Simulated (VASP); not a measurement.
Wanted: the native input for a VASP 6.6.1 run.

| Quantity | Value |
| --- | --- |
| Task | single point |
| Functional | PBEsol |
| Potentials or basis | VASP PAW PBE potentials, release 64 (In_d) |
| Cutoff | 520 eV |
| k mesh | 12 × 12 × 12 |
| Occupations | fermi-dirac, width 0.1 eV |
| Spin | no spin polarisation |
| Dipole correction | no |
| Further INCAR settings | ALGO = Normal; EDIFF = 1e-07; NBANDS = 12 |

The structure of In lies in POSCAR:

```
In
1.0
    3.0925695287      0.0000000000      0.0000000000
    0.0000000000      3.0925695287      0.0000000000
    0.0000000000      0.0000000000      3.0925695287
In
1
Direct
    0.0000000000      0.0000000000      0.0000000000
```

This cell differs from its parent crystal: volume scaled by 1.08.

These files were run (other wordings do the same):

INCAR

```
SYSTEM = In
  PREC = Accurate
  ENCUT = 520
  EDIFF = 1E-7
  ISMEAR = -1
  SIGMA = 0.1
  LREAL = .False.
  LASPH = .True.
  NELM = 80
  ALGO = Normal
  ISIF = 2
  LWAVE = .False.
  LCHARG = .False.
  GGA = PS
  NBANDS = 12
```

KPOINTS

```
regular mesh
0
Gamma
  12 12 12
  0 0 0
```

Potentials or basis: VASP PAW PBE potentials, release 64 (In_d).

The run is started by

```bash
$ cat potpaw_PBE.64/In_d/POTCAR > POTCAR
$ mpirun -np 1 vasp_std > vasp.out
```

It gave:

| Quantity | Value |
| --- | --- |
| Pressure | -2.6 GPa |

Caveat: the PAW data sets were made with another functional, which shifts forces and pressure a little.

Run time: 12 s on 1 thread of Intel(R) Xeon(R) Platinum 8259CL CPU @ 2.50GHz (Skylake/Cascade Lake) (shared host), peak memory 0.15 GiB.
